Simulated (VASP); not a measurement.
# Na2Hf (Fd-3m) in VASP: notebook, part 2 of 2

VASP 6.6.1. The steps go on from the part before.

## 4. Relaxation of cell and atoms, PBE

This run uses another cell than the first one, of 25.24 Å³/atom.

The input, INCAR:

```
  PREC = Accurate
  ENCUT = 600
  EDIFF = 1E-6
  ISMEAR = 0
  SIGMA = 0.1
  LREAL = False
  LASPH = True
  NELM = 80
  ALGO = Fast
  ISIF = 3
  LWAVE = False
  LCHARG = False
  GGA = PE
  IBRION = 2
  NSW = 100
  EDIFFG = -0.01
```

The input, KPOINTS:

```
regular mesh
0
Gamma
  8 8 8
```

The input, POSCAR:

```
Na2Hf
1.0
    0.0000000000      4.2305218871      4.2305218871
    4.2305218871      0.0000000000      4.2305218871
    4.2305218871      4.2305218871      0.0000000000
Na Hf
4 2
Direct
    0.1250000000      0.1250000000      0.1250000000
    0.6250000000      0.1250000000      0.1250000000
    0.1250000000      0.1250000000      0.6250000000
    0.1250000000      0.6250000000      0.1250000000
    0.5000000000      0.5000000000      0.5000000000
    0.7500000000      0.7500000000      0.7500000000
```

Potentials or basis: VASP PAW PBE potentials, release 64 (Na_pv, Hf_pv).

Run with:

```console
$ cat potpaw_PBE.64/Na_pv/POTCAR potpaw_PBE.64/Hf_pv/POTCAR > POTCAR
$ mpirun -np 1 vasp_std > vasp.out
```

OUTCAR:

```text
PREC = Accurate
   ENCUT = 600
   EDIFF = 1E-6
   ISMEAR = 0
   LREAL = False
   LASPH = True
   NELM = 80
   ISIF = 3
   GGA = PE
   IBRION = 2
   NSW = 100
   EDIFFG = -0.01

 ion  position               nearest neighbor table
   1  0.125  0.125  0.125-
   2  0.625  0.125  0.125-
   3  0.125  0.125  0.625-
   4  0.125  0.625  0.125-
   5  0.500  0.500  0.500-   6 3.66   6 3.66   6 3.66   6 3.66
   6  0.750  0.750  0.750-   5 3.66   5 3.66   5 3.66   5 3.66

[... 953 lines left out ...]
  -------------------------------------------------------------------------------------
  Total        0.0447093      0.0447093      0.0447093      0.0000000      0.0000000      0.0000000
  in kB        0.4730392      0.4730392      0.4730392      0.0000000      0.0000000      0.0000000
  external PRESSURE =       0.4730392 kB  Pullay stress =       0.0000000 kB

 VOLUME and BASIS-vectors are now :
 -----------------------------------------------------------------------------
  energy-cutoff  :      600.00
  volume of cell :      151.43
      direct lattice vectors                 reciprocal lattice vectors
     0.000000000  4.230521887  4.230521887    -0.118188728  0.118188728  0.118188728
     4.230521887  0.000000000  4.230521887     0.118188728 -0.118188728  0.118188728
     4.230521887  4.230521887  0.000000000     0.118188728  0.118188728 -0.118188728

 POSITION                                       TOTAL-FORCE (eV/Angst)
 -----------------------------------------------------------------------------------
      1.05763      1.05763      1.05763        -0.000000      0.000000      0.000000
      1.05763      3.17289      3.17289        -0.000000      0.000000      0.000000
      3.17289      3.17289      1.05763        -0.000000      0.000000      0.000000
      3.17289      1.05763      3.17289        -0.000000      0.000000      0.000000
      4.23052      4.23052      4.23052         0.000000      0.000000     -0.000000
      6.34578      6.34578      6.34578        -0.000000     -0.000000      0.000000
 -----------------------------------------------------------------------------------
    total drift:                                0.000000      0.000000      0.000000

  FREE ENERGIE OF THE ION-ELECTRON SYSTEM (eV)
  ---------------------------------------------------
  free  energy   TOTEN  =       -19.8276838255 eV

  energy  without entropy=      -19.7412080611  energy(sigma->0) =      -19.78444594

 reached required accuracy - stopping structural energy minimisation
```

CONTCAR:

```text
Na2Hf
   1.00000000000000
     0.0000000000000000    4.2305218871000001    4.2305218871000001
     4.2305218871000001    0.0000000000000000    4.2305218871000001
     4.2305218871000001    4.2305218871000001    0.0000000000000000
  Na              Hf
     4     2
Direct
     0.1250000000000000    0.1250000000000000    0.1250000000000000
     0.6250000000000000    0.1250000000000000    0.1250000000000000
     0.1250000000000000    0.1250000000000000    0.6250000000000000
     0.1250000000000000    0.6250000000000000    0.1250000000000000
     0.5000000000000000    0.5000000000000000    0.5000000000000000
     0.7500000000000000    0.7500000000000000    0.7500000000000000

  0.00000000E+00  0.00000000E+00  0.00000000E+00
  0.00000000E+00  0.00000000E+00  0.00000000E+00
  0.00000000E+00  0.00000000E+00  0.00000000E+00
  0.00000000E+00  0.00000000E+00  0.00000000E+00
  0.00000000E+00  0.00000000E+00  0.00000000E+00
  0.00000000E+00  0.00000000E+00  0.00000000E+00
```

Wall time 4.4 min (1 thread of Intel Xeon Platinum 8259CL at 2.50GHz (Skylake/Cascade Lake), shared host); peak memory 0.39 GiB.

Results:

- Free energy: -19.8277 eV
- Pressure after relaxing: 0.0 GPa
- Band gap on the k mesh: zero (bands 24 and 25 overlap by 0.30 eV)

Final structure:
```
Na Hf
1.0
     0.00000    4.23052    4.23052
     4.23052    0.00000    4.23052
     4.23052    4.23052    0.00000
Na Hf
4 2
Direct
  0.12500 0.12500 0.12500
  0.62500 0.12500 0.12500
  0.12500 0.12500 0.62500
  0.12500 0.62500 0.12500
  0.50000 0.50000 0.50000
  0.75000 0.75000 0.75000
```

Levels at points of the mesh, in eV from the Fermi level:
| k point | band 20 | band 21 | band 22 | band 23 | band 24 | band 25 | band 26 | band 27 | band 28 |
| --- | --- | --- | --- | --- | --- | --- | --- | --- | --- |
| (0.00, 0.00, 0.00) | -0.33 | -0.33 | -0.32 | -0.32 | -0.32 | 0.06 | 0.06 | 0.06 | 1.54 |
| (0.50, 0.00, 0.00) | -2.79 | -0.75 | -0.63 | -0.63 | -0.02 | -0.02 | 0.58 | 0.58 | 0.99 |
| (0.50, 0.50, 0.00) | -2.90 | -1.53 | -1.53 | -0.18 | -0.18 | 0.19 | 0.19 | 0.84 | 0.86 |

Caveat: the relaxation stopped at its first step, so nothing moved; spin-orbit coupling is left out, which moves the levels of the heavy elements.

## 5. The runs side by side

| task | cell | k mesh | cutoff (eV) | gap on the mesh (eV) | pressure (GPa) |
| --- | --- | --- | --- | --- | --- |
| relaxation of cell and atoms | relaxed from a = 5.583 Å, angles 60.0°, 6 atoms | 4 × 4 × 4 | 600 | none | -0.2 |
| single point | a = 5.987 Å, angles 60.0°, 6 atoms | 8 × 8 × 8 | 520 | none | 0.0 |
| relaxation of cell and atoms | relaxed from a = 5.983 Å, angles 60.0°, 6 atoms | 8 × 8 × 8 | 600 | none | 0.0 |

Alike in all rows: level PBE; potentials or basis VASP PAW PBE potentials, release 64 (Na_pv, Hf_pv); no spin polarisation; smearing gaussian 0.1 eV.

Caveats: spin-orbit coupling is left out, which moves the levels of the heavy elements; the volume moved by over 15 % at a fixed basis, so the end points are rough (at least some runs); the relaxation stopped at its first step, so nothing moved (at least some runs).

Absolute energies hang on the potentials; compare differences alone.
